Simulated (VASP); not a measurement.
Pt:

```
CELL_PARAMETERS angstrom
-1.60507 1.60507 1.60507
1.60507 -1.60507 1.60507
1.60507 1.60507 -1.60507
ATOMIC_POSITIONS crystal
Pt 0.00000 0.00000 0.00000
```

This cell differs from its parent crystal: volume scaled by 1.04.

Base run:

| Item | Value |
| --- | --- |
| Program | VASP 6.6.1 |
| Functional | PBEsol |
| Potentials or basis | VASP PAW PBE potentials, release 64 (Pt) |
| Cutoff | 520 eV |
| k mesh | 12 × 12 × 12 |
| Occupations | fermi-dirac, width 0.05 eV |
| Spin | no spin polarisation |

Its results: band gap on the k mesh zero (band 5 reaches 10.15 eV, above the bottom of band 6 at 8.18 eV); pressure -19.1 GPa.

**Question.** The run is repeated on the same cell with these changes: functional from PBEsol to PBE; cutoff from 520 eV to 500 eV. What comes out?

**Answer.** Band gap on the k mesh zero (band 5 reaches 10.32 eV, above the bottom of band 6 at 8.34 eV); pressure -9.9 GPa.

PBE binds less tightly than PBEsol, so the same cell stands under more pressure.

Caveats: spin-orbit coupling is left out, which moves the levels of the heavy elements; the PAW data sets were made with another functional, which shifts forces and pressure a little (some runs).
